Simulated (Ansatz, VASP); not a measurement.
# Two plane-wave programs on CoO

Contents of INCAR:

```
SYSTEM = CoO
PREC = Accurate
ENCUT = 520
EDIFF = 1E-7
ISMEAR = 0
SIGMA = 0.02
LREAL = .False.
LASPH = .True.
NELM = 150
ALGO = Normal
ISIF = 2
LWAVE = .False.
LCHARG = .False.
LMAXMIX = 4
LDAU = .True.
LDAUTYPE = 2
LDAUL = 2 -1
LDAUU = 3.32 0
LDAUJ = 0 0
LDAUPRINT = 1
GGA = PE
NBANDS = 14
```

KPOINTS

```
Automatic mesh
0
Gamma
  12 12 12
  0 0 0
```

POSCAR

```
CoO
1.0
   -1.4340607057      1.4340607057      2.0039284158
    1.4340607057     -1.4340607057      2.0039284158
    1.4340607057      1.4340607057     -2.0039284158
Co O
1 1
Direct
    0.0000000000      0.0000000000      0.0000000000
    0.5000000000      0.5000000000      0.0000000000
```

Input for Ansatz:

```yaml
crystal:
  lattice:
    - [-1.4340607057, 1.4340607057, 2.0039284158]
    - [1.4340607057, -1.4340607057, 2.0039284158]
    - [1.4340607057, 1.4340607057, -2.0039284158]
  atoms:
    - { symbol: Co, position: [0.0, 0.0, 0.0] }
    - { symbol: O, position: [0.5, 0.5, 0.0] }
basis:
  ecutwfc: 420
kpoints:
  mp_grid: { grid: [12, 12, 12] }
hamiltonian:
  xc: pbe
  hubbard: { sites: [{ species: Co, l: d, u_eff: 3.32 }] }
scf:
  occupations: { method: gaussian, width: 0.02 }
output:
  forces: true
  stress: true
  eigenvalues: true
  write_density: true
  write_potential: true
  elf: true
  volumetric_format: npy
```

Alike in both runs: task single point; functional PBE; k mesh 12 × 12 × 12; occupations gaussian, width 0.02 eV; no spin polarisation; Hubbard terms Co d U = 3.32 eV.

|  | VASP | Ansatz |
| --- | --- | --- |
| version | VASP 6.6.1 | Ansatz 0.2.0 |
| potentials or method | VASP PAW PBE potentials, release 64 (Co, O), cutoff 520 eV | scalar-relativistic, plane waves, PAW |
| valence electrons in the cell | 15 | 23 |

Ansatz gave:

```
gap on the k mesh at the Fermi level (eV)                     : none
pressure (GPa)                                                : 12.6
traceless stress, the component that is largest in VASP (GPa) : 0.85
```

Q: Which values does VASP return?

A: gap on the k mesh at the Fermi level (eV): none; pressure (GPa): 9.3; traceless stress, the component that is largest in VASP (GPa): 1.19.

The programs project onto different local orbitals, so the same U acts differently, and such runs can settle in different states. A gap of «none» marks a metal or a gap that the smearing closes. VASP's potentials hold 15 valence electrons a cell and Ansatz's 23, so a difference there can come from the potentials and not from the codes. Ansatz's warnings: filled band counts differ across k points.
